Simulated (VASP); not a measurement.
# Sn (P1) in VASP: single point with PBE

Aim: the single point of Sn with PBE.

Everything below comes from runs of VASP 6.6.1. Logs are shortened: lines on timing, memory, paths and dates and some standing lists are left out, and cuts for length are marked.

**1. The cell of the first run**

The typed cell holds 5 atoms: a = 5.480 Å, b = 5.698 Å, c = 5.658 Å, α = 67.89°, β = 72.83°, γ = 71.62°.

The cell was built from a structure type or drawn by symmetry, and may not be a known phase.

**2. Single point, PBE**

Contents of INCAR:

```
PREC     = Accurate       # precision mode
ENCUT    = 520            # plane-wave cutoff, eV
EDIFF    = 1E-6           # SCF threshold, eV
ISMEAR   = 0              # smearing method
SIGMA    = 0.1            # smearing width, eV
LREAL    = F              # projectors in reciprocal space
LASPH    = T              # aspherical terms in the spheres
NELM     = 100            # most SCF steps
ALGO     = Fast           # electronic algorithm
ISIF     = 2              # what is computed and relaxed
LWAVE    = F              # write WAVECAR
LCHARG   = F              # write CHGCAR
GGA      = PE             # functional
NBANDS   = 43             # bands
```

Contents of KPOINTS:

```
Automatic mesh
0
Gamma
  4 4 4
```

Contents of POSCAR:

```
Sn
1.0
    5.4180718432      0.8200108725     -0.0293418070
    0.9675091506      5.6055712712     -0.3353662073
    1.3797260642      2.2264573020      5.0146736873
Sn
5
Direct
    0.8895851879      0.1735726081      0.8734311496
    0.3635521737      0.7000088020      0.0067519960
    0.4289331069      1.0279639443      0.3421632834
    0.8721931490      0.4337708730      0.2834686093
    0.9262811196      0.7561361049      0.6131913968
```

Potentials or basis: VASP PAW PBE potentials, release 64 (Sn_d).

Started as:

```console
> cat potpaw_PBE.64/Sn_d/POTCAR > POTCAR
> mpirun -np 1 vasp_std > vasp.out
```

OUTCAR:

```text
PREC = Accurate
   ENCUT = 520
   EDIFF = 1E-6
   ISMEAR = 0
   LREAL = F
   LASPH = T
   NELM = 100
   ISIF = 2
   GGA = PE

 ion  position               nearest neighbor table
   1  0.890  0.174  0.873-   4 3.12   5 3.13   2 3.13   3 3.13   4 3.16   5 3.17   2 3.58   3 3.68

   2  0.364  0.700  0.007-   1 3.13   4 3.21   5 3.26   4 3.26   3 3.27   3 3.48   3 3.53   1 3.58
                             5 3.60   5 3.62
   3  0.429  0.028  0.342-   1 3.13   5 3.19   4 3.21   2 3.27   5 3.28   2 3.48   2 3.53   4 3.56
                             1 3.68   4 3.72
   4  0.872  0.434  0.283-   1 3.12   1 3.16   5 3.19   2 3.21   3 3.21   2 3.26   5 3.50   3 3.56
                             5 3.56   3 3.72
   5  0.926  0.756  0.613-   1 3.13   1 3.17   4 3.19   3 3.19   2 3.26   3 3.28   4 3.50   4 3.56
                             2 3.60   2 3.62

  LATTYP: Found a triclinic cell.
 ALAT       =    10.5814443562
 B/A-ratio  =     0.5992787706
 C/A-ratio  =     0.8493360784
 COS(alpha) =     0.0040569210
 COS(beta)  =     0.3703415706
 COS(gamma) =     0.8954660740

  Lattice vectors:

 A1 = (  -1.7919429778,   1.1526566672, -10.3647135819)
 A2 = (  -0.4122169136,   3.3791139692,  -5.3500398946)
 A3 = (   3.0708366284,  -7.0120177007,  -4.7086492870)

Analysis of symmetry for initial positions (statically):
=====================================================================
 Subroutine PRICEL returns:
 Original cell was already a primitive cell.

 Routine SETGRP: Setting up the symmetry group for a
 triclinic supercell.

 Subroutine GETGRP returns: Found  1 space group operations
 (whereof  1 operations were pure point group operations)
 out of a pool of  2 trial point group operations.

The static configuration has the point symmetry C_1 .

Analysis of symmetry for dynamics (positions and initial velocities):
=====================================================================
 Subroutine PRICEL returns:
 Original cell was already a primitive cell.

 Routine SETGRP: Setting up the symmetry group for a
 triclinic supercell.

 Subroutine GETGRP returns: Found  1 space group operations
 (whereof  1 operations were pure point group operations)
 out of a pool of  2 trial point group operations.

The dynamic configuration has the point symmetry C_1 .

 Subroutine INISYM returns: Found  1 space group operations
 (whereof  1 operations are pure point group operations),
[... 97 lines left out ...]
   LNONCOLLINEAR =      F non collinear calculations
   LSORBIT =      F    spin-orbit coupling
   LASPH  =      T    aspherical Exc in radial PAW
   ENCUT  =  520.0 eV  38.22 Ry    6.18 a.u.  10.19 10.60 10.52*2*pi/ulx,y,z
   NELM   =    100;   NELMIN=  2; NELMDL= -5     # of ELM steps
   EDIFF  = 0.1E-05   stopping-criterion for ELM
   LREAL  =      F    real-space projection
   EDIFFG = 0.1E-04   stopping-criterion for IOM
   NSW    =      0    number of steps for IOM
   IBRION =     -1    ionic relax: 0-MD 1-quasi-New 2-CG
   NFREE  =      0    steps in history (QN), initial steepest desc. (CG)
   ISIF   =      2    stress and relaxation
   ISYM   =      2    0-nonsym 1-usesym 2-fastsym
   POTIM  = 0.5000    time-step for ionic-motion
   TEBEG  =    0.0;   TEEND  =   0.0 temperature during run
   PSTRESS=    0.0 pullay stress
   NELECT =      70.0000    total number of electrons
   NUPDOWN=      -1.0000    fix difference up-down
   EMIN   =  10.00;   EMAX   =-10.00  energy-range for DOS
   EFERMI =   0.00;   METHOD = LEGACY
   ISMEAR =     0;   SIGMA  =   0.10  broadening in eV -4-tet -1-fermi 0-gaus
   EFERMI_NEDOS =   21; number of points for ismear=-14 and -15
   IALGO  =     68    algorithm
   IMIX   =      4    mixing-type and parameters
     AMIX     =   0.40;   BMIX     =  1.00
     AMIX_MAG =   1.60;   BMIX_MAG =  1.00
  volume/ion in A,a.u.               =      30.43       205.36
  Fermi-wavevector in a.u.,A,eV,Ry     =   1.263804  2.388243 21.731235  1.597201
  Thomas-Fermi vector in A             =   2.397142
   LORBIT       =      0    0 simple, 1 ext, 2 COOP (PROOUT), +10 PAW based schemes
   GGA     = PE    functional components
   LHFCALC =     F    Hartree Fock is set to
   AEXX    =    0.0000 exact exchange contribution
   IVDW    =     0    specifies the selected vdW correction
   LEPSILON=     F    determine dielectric tensor
   LRPA    =     F    only Hartree local field effects (RPA)
 non-spin polarized calculation
 RMM-DIIS sequential band-by-band and
 Gauss-broadening in eV      SIGMA  =   0.10
  energy-cutoff  :      520.00
  volume of cell :      152.15
 maximum number of plane-waves:      4112
 NGX is ok and might be reduce to    42
   NGX = 21   NGY = 21   NGZ = 21

 number of electron      70.0000012 magnetization

 Free energy of the ion-electron system (eV)
  ---------------------------------------------------
  ext. energy  EPLUGINS =         0.00000000
  ---------------------------------------------------
  free energy    TOTEN  =       -18.69801501 eV

  energy without entropy =      -18.68759152  energy(sigma->0) =      -18.69280327

 E-fermi :   6.7595     XC(G=0):  -9.7112

 val. band max:        6.7260593978   @ k =  -0.2500   0.2500   0.2500
 cond. band min:       6.7823117438   @ k =  -0.2500  -0.0000   0.2500
 fundamental gap:      0.0562523461
 Fermi energy:         6.7595273029

 k-point     1 :       0.0000    0.0000    0.0000
  band No.  band energies     occupation
      1     -14.8039      2.00000
      2     -14.7901      2.00000
      3     -14.7853      2.00000
      4     -14.7771      2.00000
      5     -14.7538      2.00000
      6     -14.7476      2.00000
[... 1093 lines left out ...]
     42      10.7881      0.00000
     43      11.9477      0.00000

 [... further k-points ...]
[... 5 lines left out ...]
  --------------------------------------------------------------------------------------
  -------------------------------------------------------------------------------------
  Total       -0.2782976     -0.2220920     -0.0180164      0.0540106     -0.0451675     -0.0219675
  in kB       -2.9304661     -2.3386232     -0.1897122      0.5687299     -0.4756128     -0.2313172
  external PRESSURE =      -1.8196005 kB  Pullay stress =       0.0000000 kB

 VOLUME and BASIS-vectors are now :
 -----------------------------------------------------------------------------
  energy-cutoff  :      520.00
  volume of cell :      152.15
      direct lattice vectors                 reciprocal lattice vectors
     5.418071843  0.820010873 -0.029341807     0.189655180 -0.034928146 -0.036673607
     0.967509151  5.605571271 -0.335366207    -0.027455183  0.178834277 -0.071846400
     1.379726064  2.226457302  5.014673687    -0.000726411  0.011755524  0.194395316

 POSITION                                       TOTAL-FORCE (eV/Angst)
 -----------------------------------------------------------------------------------
      6.19287      3.64710      4.29566        -0.021315     -0.019245      0.028579
      2.65633      4.23710     -0.21157         0.000845     -0.016771     -0.017866
      2.82314      1.27030      1.69387        -0.005666      0.007643      0.020113
      5.53639      3.77787      1.25044         0.027909      0.016840     -0.013282
      6.59626      6.36338      2.79419        -0.001773      0.011533     -0.017544
 -----------------------------------------------------------------------------------
    total drift:                               -0.000313     -0.000297     -0.000380

  FREE ENERGIE OF THE ION-ELECTRON SYSTEM (eV)
  ---------------------------------------------------
  free  energy   TOTEN  =       -18.6980150142 eV

  energy  without entropy=      -18.6875915171  energy(sigma->0) =      -18.69280327
```

OSZICAR:

```text
N       E                     dE             d eps       ncg     rms          rms(c)
DAV:   1     0.738807064660E+03    0.73881E+03   -0.35229E+04  3139   0.250E+03
DAV:   2     0.934562372952E+02   -0.64535E+03   -0.63616E+03  3096   0.631E+02
DAV:   3    -0.128071856261E+02   -0.10626E+03   -0.10456E+03  3449   0.215E+02
DAV:   4    -0.186043866457E+02   -0.57972E+01   -0.57584E+01  3516   0.542E+01
DAV:   5    -0.187670446930E+02   -0.16266E+00   -0.16255E+00  3943   0.941E+00    0.304E+00
RMM:   6    -0.187134988538E+02    0.53546E-01   -0.86669E-02  3631   0.244E+00    0.177E+00
RMM:   7    -0.186962101034E+02    0.17289E-01   -0.75460E-02  3679   0.213E+00    0.215E-01
RMM:   8    -0.186973198706E+02   -0.11098E-02   -0.18930E-02  4608   0.113E+00    0.703E-02
RMM:   9    -0.186979047326E+02   -0.58486E-03   -0.47477E-03  5171   0.407E-01    0.616E-02
RMM:  10    -0.186980128778E+02   -0.10815E-03   -0.47775E-04  3950   0.176E-01    0.323E-02
RMM:  11    -0.186980040690E+02    0.88088E-05   -0.22004E-04  4264   0.115E-01    0.539E-03
RMM:  12    -0.186980149911E+02   -0.10922E-04   -0.12238E-04  5167   0.602E-02    0.348E-03
RMM:  13    -0.186980150142E+02   -0.23039E-07   -0.70151E-06  3275   0.162E-02
   1 F= -.18698015E+02 E0= -.18692803E+02  d E =-.104235E-01
```

stdout:

```text
POSCAR found type information on POSCAR Sn
 POSCAR found :  1 types and       5 ions
 scaLAPACK will be used
 LDA part: xc-table for (Slater+PW92), standard interpolation
 POSCAR, INCAR and KPOINTS ok, starting setup
 FFT: planning ... GRIDC
 FFT: planning ... GRID_SOFT
 FFT: planning ... GRID
 WAVECAR not read
 entering main loop
```

Wall time 5.2 min (1 thread of Intel Xeon 8259CL, shared host); peak memory 0.35 GiB.

What came out:

* Free energy: -18.6980 eV
* Pressure: -0.2 GPa
* Largest force: 0.041 eV/Å
* Band gap on the k mesh: zero (bands 35 and 36 overlap by 1.60 eV)

Forces in eV/Å, atoms in the order of the input:
```
Sn  -0.021 -0.019  0.029
Sn   0.001 -0.017 -0.018
Sn  -0.006  0.008  0.020
Sn   0.028  0.017 -0.013
Sn  -0.002  0.012 -0.018
```

Levels at points of the mesh, in eV from the Fermi level:
| k point | band 31 | band 32 | band 33 | band 34 | band 35 | band 36 | band 37 | band 38 | band 39 | band 40 |
| --- | --- | --- | --- | --- | --- | --- | --- | --- | --- | --- |
| (0.00, 0.00, 0.00) | -3.73 | -2.39 | -2.16 | -1.93 | -1.00 | -0.87 | -0.59 | 0.45 | 1.19 | 2.71 |
| (0.50, 0.00, 0.00) | -2.86 | -2.78 | -2.40 | -1.40 | -0.63 | -0.33 | -0.15 | 1.91 | 2.67 | 3.41 |
| (0.00, 0.50, 0.00) | -3.30 | -2.31 | -1.83 | -1.26 | -0.90 | 0.38 | 0.74 | 2.20 | 2.66 | 3.08 |
| (0.50, 0.50, 0.00) | -3.62 | -1.66 | -1.19 | -0.41 | 0.29 | 1.02 | 1.50 | 1.92 | 2.16 | 2.83 |
| (0.00, 0.00, 0.50) | -3.40 | -2.42 | -1.93 | -1.36 | -0.98 | 0.34 | 0.76 | 2.22 | 2.71 | 3.23 |
| (0.50, 0.00, 0.50) | -3.62 | -1.57 | -1.10 | -0.53 | 0.33 | 1.13 | 1.56 | 2.01 | 2.21 | 2.89 |
| (0.00, 0.50, 0.50) | -3.22 | -0.69 | -0.35 | 0.04 | 0.25 | 0.58 | 0.81 | 0.96 | 1.44 | 2.72 |
| (0.50, 0.50, 0.50) | -4.30 | -3.48 | -2.35 | 0.26 | 0.58 | 0.78 | 1.18 | 2.47 | 3.14 | 4.72 |

Caveat: spin-orbit coupling is left out, which moves the levels of the heavy elements.
